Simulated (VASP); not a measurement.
Wanted: the native input for a VASP 6.6.1 run.

| Property | Result |
| --- | --- |
| Task | single point |
| Functional | PBE |
| Potentials or basis | VASP PAW PBE potentials, release 64 (Sn_d, Se, Ca_sv) |
| Cutoff | 520 eV |
| k mesh | 4 × 4 × 4 |
| Occupations | fermi-dirac, width 0.02 eV |
| Spin | no spin polarisation |
| Dipole correction | no |
| Further INCAR settings | ALGO = Normal; EDIFF = 1e-07; NBANDS = 48 |

The structure of CaSn3Se4 lies in POSCAR:

```
CaSn3Se4
1.0
    6.0037915759      0.0000000000      0.0000000000
    0.0000000000      6.0037915759      0.0000000000
    0.0000000000      0.0000000000      6.0037915759
Sn Se Ca
3 4 1
Direct
    0.5000000000      0.0000000000      0.0000000000
    0.0000000000      0.5000000000      0.0000000000
    0.0000000000      0.0000000000      0.5000000000
    0.0000000000      0.5000000000      0.5000000000
    0.5000000000      0.0000000000      0.5000000000
    0.5000000000      0.5000000000      0.0000000000
    0.0000000000      0.0000000000      0.0000000000
    0.5000000000      0.5000000000      0.5000000000
```

The input as run:

INCAR

```
SYSTEM = CaSn3Se4
PREC = Accurate
ENCUT = 520
EDIFF = 1E-7
ISMEAR = -1
SIGMA = 0.02
LREAL = .FALSE.
LASPH = .TRUE.
NELM = 60
ALGO = Normal
ISIF = 2
LWAVE = .FALSE.
LCHARG = .FALSE.
GGA = PE
NBANDS = 48
```

KPOINTS

```
regular mesh
0
G
  4 4 4
  0 0 0
```

Potentials or basis: VASP PAW PBE potentials, release 64 (Sn_d, Se, Ca_sv).

The run is started by

```sh
$ cat potpaw_PBE.64/Sn_d/POTCAR potpaw_PBE.64/Se/POTCAR potpaw_PBE.64/Ca_sv/POTCAR > POTCAR
$ mpirun -np 1 vasp_std > vasp.out
```

It gave:

| Property | Result |
| --- | --- |
| Pressure | 1.0 GPa |
| Band gap on the k mesh | zero (filled and empty bands touch) |

Caveat: spin-orbit coupling is left out, which moves the levels of the heavy elements.

Run time: 63 s on 1 thread of Intel(R) Xeon(R) 6975P-C (Granite Rapids) (shared host), peak memory 0.38 GiB.
